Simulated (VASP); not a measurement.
# BAs (zincblende type) (F-43m) in VASP: notebook

The runs below take BAs (zincblende type) through single point, relaxation of cell and atoms, with r2SCAN.

Everything below comes from runs of VASP 6.6.1. Logs are shortened: lines on timing, memory, paths and dates and some standing lists are left out, and cuts for length are marked.

## (1) The cell of the first run

The structure is cubic, space group F-43m (No. 216). Conventional cell: a = 4.784 Å, b = 4.784 Å, c = 4.784 Å, α = 90.00°, β = 90.00°, γ = 90.00°. Within 2.7 Å of B (site symmetry -43m) lie 4 As at 2.07 Å. Within 2.7 Å of As (site symmetry -43m) lie 4 B at 2.07 Å.

## (2) Single point, r2SCAN

Input file POSCAR:

```
BAs
1.0
    0.0000000000      2.3918571618      2.3918571618
    2.3918571618      0.0000000000      2.3918571618
    2.3918571618      2.3918571618      0.0000000000
B As
1 1
Direct
    0.0000000000      0.0000000000      0.0000000000
    0.2500000000      0.2500000000      0.2500000000
```

Input file INCAR.step1:

```
SYSTEM = BAs
  ALGO = Normal
  EDIFF = 1E-4
  ENCUT = 520
  GGA = PE
  ISMEAR = -1
  LASPH = .True.
  LCHARG = .False.
  LREAL = .False.
  LWAVE = .True.
  NBANDS = 11
  NELM = 60
  PREC = Accurate
  SIGMA = 0.05
```

Input file INCAR.step2:

```
SYSTEM = BAs
  ALGO = Normal
  EDIFF = 1E-6
  ENCUT = 520
  ISIF = 2
  ISMEAR = -1
  ISTART = 1
  LASPH = .True.
  LCHARG = .False.
  LMIXTAU = .True.
  LREAL = .False.
  LWAVE = .False.
  METAGGA = R2SCAN
  NBANDS = 11
  NELM = 60
  PREC = Accurate
  SIGMA = 0.05
```

Input file KPOINTS:

```
k-points
0
Gamma
  15 15 15
  0 0 0
```

Potentials or basis: VASP PAW PBE potentials, release 64 (B, As).

On the command line:

```bash
$ cat potpaw_PBE.64/B/POTCAR potpaw_PBE.64/As/POTCAR > POTCAR
$ cp INCAR.step1 INCAR
$ mpirun -np 1 vasp_std > vasp.out
$ cp INCAR.step2 INCAR
$ mpirun -np 1 vasp_std > vasp.out
```

OUTCAR:

```text
SYSTEM = BAs
   EDIFF = 1E-6
   ENCUT = 520
   ISIF = 2
   ISMEAR = -1
   ISTART = 1
   LASPH = .True.
   LREAL = .False.
   METAGGA = R2SCAN
   NELM = 60
   PREC = Accurate

 ion  position               nearest neighbor table
   1  0.000  0.000  0.000-   2 2.07   2 2.07   2 2.07   2 2.07
   2  0.250  0.250  0.250-   1 2.07   1 2.07   1 2.07   1 2.07

  LATTYP: Found a face centered cubic cell.
 ALAT       =     4.7837143236

  Lattice vectors:

 A1 = (   0.0000000000,   2.3918571618,   2.3918571618)
 A2 = (   2.3918571618,   0.0000000000,   2.3918571618)
 A3 = (   2.3918571618,   2.3918571618,   0.0000000000)

Analysis of symmetry for initial positions (statically):
=====================================================================
 Subroutine PRICEL returns:
 Original cell was already a primitive cell.

 Routine SETGRP: Setting up the symmetry group for a
 face centered cubic supercell.

 Subroutine GETGRP returns: Found 24 space group operations
 (whereof 24 operations were pure point group operations)
 out of a pool of 48 trial point group operations.

The static configuration has the point symmetry T_d .

Analysis of symmetry for dynamics (positions and initial velocities):
=====================================================================
 Subroutine PRICEL returns:
 Original cell was already a primitive cell.

 Routine SETGRP: Setting up the symmetry group for a
 face centered cubic supercell.

 Subroutine GETGRP returns: Found 24 space group operations
 (whereof 24 operations were pure point group operations)
 out of a pool of 48 trial point group operations.

The dynamic configuration has the point symmetry T_d .

 Subroutine INISYM returns: Found 24 space group operations
 (whereof 24 operations are pure point group operations),
 and found     1 'primitive' translations

----------------------------------------------------------------------------------------

                                     Primitive cell

  volume of cell :      27.3675

  direct lattice vectors                    reciprocal lattice vectors
     0.000000000  2.391857162  2.391857162    -0.209042583  0.209042583  0.209042583
     2.391857162  0.000000000  2.391857162     0.209042583 -0.209042583  0.209042583
     2.391857162  2.391857162  0.000000000     0.209042583  0.209042583 -0.209042583

  length of vectors
     3.382596837  3.382596837  3.382596837     0.362072375  0.362072375  0.362072375

  position of ions in fractional coordinates (direct lattice)
     0.000000000  0.000000000  0.000000000
     0.250000000  0.250000000  0.250000000

  ion indices of the primitive-cell ions
   primitive index   ion index
                 1           1
                 2           2

----------------------------------------------------------------------------------------

 KPOINTS: k-points

Automatic generation of k-mesh.
 Grid dimensions read from file:
 generate k-points for:   15   15   15

 Generating k-lattice:

  Cartesian coordinates                     Fractional coordinates (reciprocal lattice)
    -0.013936172  0.013936172  0.013936172     0.066666667  0.000000000  0.000000000
     0.013936172 -0.013936172  0.013936172     0.000000000  0.066666667  0.000000000
     0.013936172  0.013936172 -0.013936172     0.000000000  0.000000000  0.066666667

  Length of vectors
     0.024138158  0.024138158  0.024138158

  Shift w.r.t. Gamma in fractional coordinates (k-lattice)
     0.000000000  0.000000000  0.000000000

 Subroutine IBZKPT returns following result:
 ===========================================

 Found    120 irreducible k-points:

 Following reciprocal coordinates:
            Coordinates               Weight
  0.000000  0.000000  0.000000      1.000000
  0.066667  0.000000  0.000000      8.000000
  0.133333  0.000000  0.000000      8.000000
  0.200000  0.000000  0.000000      8.000000
  0.266667  0.000000  0.000000      8.000000
  0.333333  0.000000  0.000000      8.000000
[... 16 lines left out ...]
  0.133333  0.133333  0.000000      6.000000
  0.200000  0.133333  0.000000     24.000000
 [... further k-points ...]
   k-points           NKPTS =    120   k-points in BZ     NKDIM =    120   number of bands    NBANDS=     11
   number of dos      NEDOS =    301   number of ions     NIONS =      2
   total plane-waves  NPLWV =  21952
   dimension x,y,z NGX =    28 NGY =   28 NGZ =   28
   dimension x,y,z NGXF=    56 NGYF=   56 NGZF=   56
   ions per type =               1   1
   NGX,Y,Z   is equivalent  to a cutoff of  13.76, 13.76, 13.76 a.u.
   NGXF,Y,Z  is equivalent  to a cutoff of  27.52, 27.52, 27.52 a.u.
 SYSTEM =  BAs
   PREC   = accura    normal or accurate (medium, high low for compatibility)
   ISTART =      1    job   : 0-new  1-cont  2-samecut
   ICHARG =      0    charge: 1-file 2-atom 10-const
   ISPIN  =      1    spin polarized calculation?
   LNONCOLLINEAR =      F non collinear calculations
   LSORBIT =      F    spin-orbit coupling
   LASPH  =      T    aspherical Exc in radial PAW
   ENCUT  =  520.0 eV  38.22 Ry    6.18 a.u.   6.29  6.29  6.29*2*pi/ulx,y,z
   NELM   =     60;   NELMIN=  2; NELMDL=  0     # of ELM steps
   EDIFF  = 0.1E-05   stopping-criterion for ELM
   LREAL  =      F    real-space projection
[... 7 lines left out ...]
   TEBEG  =    0.0;   TEEND  =   0.0 temperature during run
   PSTRESS=    0.0 pullay stress
   NELECT =       8.0000    total number of electrons
   NUPDOWN=      -1.0000    fix difference up-down
   EMIN   =  10.00;   EMAX   =-10.00  energy-range for DOS
   EFERMI =   0.00;   METHOD = LEGACY
   ISMEAR =    -1;   SIGMA  =   0.05  broadening in eV -4-tet -1-fermi 0-gaus
   EFERMI_NEDOS =   21; number of points for ismear=-14 and -15
   IALGO  =     38    algorithm
   IMIX   =      4    mixing-type and parameters
     AMIX     =   0.40;   BMIX     =  1.00
     AMIX_MAG =   1.60;   BMIX_MAG =  1.00
  volume/ion in A,a.u.               =      13.68        92.34
  Fermi-wavevector in a.u.,A,eV,Ry     =   1.086491  2.053171 16.061179  1.180463
  Thomas-Fermi vector in A             =   2.222629
   LORBIT       =      0    0 simple, 1 ext, 2 COOP (PROOUT), +10 PAW based schemes
   METAGGA = R2SCAN    functional components
   LHFCALC =     F    Hartree Fock is set to
   AEXX    =    0.0000 exact exchange contribution
   IVDW    =     0    specifies the selected vdW correction
   LEPSILON=     F    determine dielectric tensor
   LRPA    =     F    only Hartree local field effects (RPA)
 non-spin polarized calculation
  energy-cutoff  :      520.00
  volume of cell :       27.37
 maximum number of plane-waves:       751
 NGX is ok and might be reduce to    28
   NGX = 13   NGY = 13   NGZ = 13

 number of electron       8.0000000 magnetization

 Free energy of the ion-electron system (eV)
  ---------------------------------------------------
  ext. energy  EPLUGINS =         0.00000000
  ---------------------------------------------------
  free energy    TOTEN  =       -22.25647299 eV

  energy without entropy =      -22.25647298  energy(sigma->0) =      -22.25647298

 E-fermi :   6.6499     XC(G=0): -11.1143

 val. band max:        5.9765262836   @ k =   0.0000   0.0000   0.0000
 cond. band min:       7.3512711603   @ k =   0.4000   0.4000   0.0000
 fundamental gap:      1.3747448768
 Fermi energy:         6.6498650256

 k-point     1 :       0.0000    0.0000    0.0000
  band No.  band energies     occupation
      1     -10.1417      2.00000
      2       5.9765      2.00000
      3       5.9765      2.00000
      4       5.9765      2.00000
      5       9.4173      0.00000
      6       9.4173      0.00000
      7       9.4173      0.00000
      8      11.0724      0.00000
      9      16.3325      0.00000
     10      19.4009      0.00000
     11      19.4009      0.00000

 k-point     2 :       0.0667    0.0000    0.0000
  band No.  band energies     occupation
      1     -10.0652      2.00000
      2       5.2278      2.00000
      3       5.8221      2.00000
      4       5.8221      2.00000
      5       9.5978      0.00000
      6       9.6203      0.00000
      7       9.6203      0.00000
      8      11.4787      0.00000
      9      16.6370      0.00000
     10      18.7997      0.00000
     11      18.7997      0.00000

 k-point     3 :       0.1333    0.0000    0.0000
  band No.  band energies     occupation
      1      -9.8372      2.00000
      2       3.7069      2.00000
      3       5.4608      2.00000
      4       5.4608      2.00000
      5       9.6154      0.00000
      6      10.0965      0.00000
      7      10.0965      0.00000
      8      12.5285      0.00000
      9      17.3956      0.00000
     10      18.0396      0.00000
     11      18.0396      0.00000

 k-point     4 :       0.2000    0.0000    0.0000
  band No.  band energies     occupation
      1      -9.4630      2.00000
      2       2.0309      2.00000
      3       5.0473      2.00000
      4       5.0473      2.00000
      5       9.4565      0.00000
      6      10.6027      0.00000
      7      10.6027      0.00000
      8      13.7014      0.00000
      9      17.6643      0.00000
     10      17.6643      0.00000
     11      17.9810      0.00000
[... 239 lines left out ...]
 k-point    22 :      -0.0667    0.0667    0.0000
  band No.  band energies     occupation
      1      -9.9381      2.00000
      2       4.5336      2.00000
      3       5.0927      2.00000
      4       5.8382      2.00000
      5       9.6387      0.00000
      6       9.7665      0.00000
      7      10.1461      0.00000
      8      12.0484      0.00000
      9      17.1080      0.00000
     10      17.8320      0.00000
     11      18.6581      0.00000

 k-point    23 :       0.1333    0.1333    0.0000
  band No.  band energies     occupation
      1      -9.7348      2.00000
      2       4.2793      2.00000
      3       4.6335      2.00000
      4       4.6335      2.00000
      5       8.6883      0.00000
      6      11.2157      0.00000
      7      11.2157      0.00000
      8      12.0833      0.00000
      9      16.4925      0.00000
     10      17.8365      0.00000
     11      19.8484      0.00000

 k-point    24 :       0.2000    0.1333    0.0000
  band No.  band energies     occupation
      1      -9.4586      2.00000
      2       3.0044      2.00000
      3       4.1899      2.00000
      4       4.4184      2.00000
      5       8.6977      0.00000
      6      11.3964      0.00000
      7      11.8773      0.00000
      8      12.5302      0.00000
      9      16.3528      0.00000
     10      18.6509      0.00000
     11      19.7135      0.00000

 [... further k-points ...]
[... 5 lines left out ...]
  --------------------------------------------------------------------------------------
  -------------------------------------------------------------------------------------
  Total        0.0440797      0.0440797      0.0440797     -0.0000000     -0.0000000     -0.0000000
  in kB        2.5805584      2.5805584      2.5805584     -0.0000000     -0.0000000     -0.0000000
  external PRESSURE =       2.5805584 kB  Pullay stress =       0.0000000 kB

 VOLUME and BASIS-vectors are now :
 -----------------------------------------------------------------------------
  energy-cutoff  :      520.00
  volume of cell :       27.37
      direct lattice vectors                 reciprocal lattice vectors
     0.000000000  2.391857162  2.391857162    -0.209042583  0.209042583  0.209042583
     2.391857162  0.000000000  2.391857162     0.209042583 -0.209042583  0.209042583
     2.391857162  2.391857162  0.000000000     0.209042583  0.209042583 -0.209042583

 POSITION                                       TOTAL-FORCE (eV/Angst)
 -----------------------------------------------------------------------------------
      0.00000      0.00000      0.00000        -0.000000     -0.000000     -0.000000
      1.19593      1.19593      1.19593         0.000000      0.000000      0.000000
 -----------------------------------------------------------------------------------
    total drift:                               -0.000000     -0.000000     -0.000000

  FREE ENERGIE OF THE ION-ELECTRON SYSTEM (eV)
  ---------------------------------------------------
  free  energy   TOTEN  =       -22.2564729868 eV

  energy  without entropy=      -22.2564729810  energy(sigma->0) =      -22.25647298
```

Wall time 74 s (1 thread of Intel Xeon 6975P-C (Granite Rapids), shared host); peak memory 0.18 GiB.

Results:

| Quantity | Value |
| --- | --- |
| Free energy | -22.2565 eV |
| Pressure | 0.3 GPa |
| Band gap on the k mesh | 1.37 eV, indirect (least direct gap 3.44 eV) |

Caveat: the PAW data sets were made with another functional, which shifts forces and pressure a little. A k mesh can miss the band edges.

## (3) Relaxation of cell and atoms, r2SCAN

This run uses another cell than the first one, of 13.93 Å³/atom, 1.018 times its volume.

Input file POSCAR:

```
BAs
1.0
    0.0000000000      2.4061959241      2.4061959241
    2.4061959241      0.0000000000      2.4061959241
    2.4061959241      2.4061959241      0.0000000000
B As
1 1
Direct
    0.0000000000      0.0000000000      0.0000000000
    0.2500000000      0.2500000000      0.2500000000
```

Input file INCAR.step1:

```
SYSTEM = BAs
  PREC = Accurate
  ENCUT = 600
  ISMEAR = -1
  SIGMA = 0.05
  LREAL = .FALSE.
  LASPH = .TRUE.
  NELM = 100
  GGA = PE
  ALGO = Normal
  EDIFF = 1E-4
  LWAVE = .TRUE.
  LCHARG = .FALSE.
```

Input file INCAR.step2:

```
SYSTEM = BAs
  PREC = Accurate
  ENCUT = 600
  EDIFF = 1E-6
  ISMEAR = -1
  SIGMA = 0.05
  LREAL = .FALSE.
  LASPH = .TRUE.
  NELM = 100
  ALGO = Normal
  ISIF = 3
  LWAVE = .FALSE.
  LCHARG = .FALSE.
  METAGGA = R2SCAN
  LMIXTAU = .TRUE.
  IBRION = 2
  NSW = 60
  EDIFFG = -0.005
  ISTART = 1
```

Input file KPOINTS:

```
Automatic mesh
0
G
  15 15 15
  0 0 0
```

Potentials or basis: VASP PAW PBE potentials, release 64 (B, As).

On the command line:

```bash
$ cat potpaw_PBE.64/B/POTCAR potpaw_PBE.64/As/POTCAR > POTCAR
$ cp INCAR.step1 INCAR
$ mpirun -np 1 vasp_std > vasp.out
$ cp INCAR.step2 INCAR
$ mpirun -np 1 vasp_std > vasp.out
```

Run time: 2.3 min. Hardware: 1 thread of Intel Xeon 6975P-C (Granite Rapids), shared host; peak memory 0.19 GiB.

Results (log left out):

| Property | Result |
| --- | --- |
| Free energy | -22.2581 eV |
| Relaxed volume | 13.71 Å³/atom |
| Relaxed cell | a = 3.384 Å, b = 3.384 Å, c = 3.384 Å, α = 60.00°, β = 60.00°, γ = 60.00° |
| Space group after relaxing (to 0.05 Å) | F-43m (No. 216) |
| Energy gained by relaxing | 1.6 meV/atom |
| Ionic steps | 3 |
| Pressure after relaxing | 0.0 GPa |
| Band gap on the k mesh | 1.38 eV, indirect (least direct gap 3.44 eV) |

The path:
```
step  energy change (eV)  largest force (eV/Å)  pressure (GPa)  volume (Å³)
   1              0.0000                0.0000           -2.23        27.86
   2             -0.0014                0.0000            1.75        27.09
   3             -0.0032                0.0000            0.01        27.41
```

Final structure:
```cif
data_structure
_symmetry_space_group_name_H-M 'P 1'
_symmetry_Int_Tables_number 1
_cell_length_a 3.3845
_cell_length_b 3.3845
_cell_length_c 3.3845
_cell_angle_alpha 60.000
_cell_angle_beta 60.000
_cell_angle_gamma 60.000
_cell_volume 27.41
loop_
_atom_site_label
_atom_site_type_symbol
_atom_site_fract_x
_atom_site_fract_y
_atom_site_fract_z
_atom_site_occupancy
B1 B 0.00000 0.00000 0.00000 1
As1 As 0.25000 0.25000 0.25000 1
```

Levels at points of the mesh, in eV from the valence-band top:
```tsv
k point	band 1	band 2	band 3	band 4	band 5	band 6	band 7	band 8
(0.00, 0.00, 0.00)	-16.10	0.00	0.00	0.00	3.44	3.44	3.44	5.07
```

Caveat: the PAW data sets were made with another functional, which shifts forces and pressure a little. A k mesh can miss the band edges.
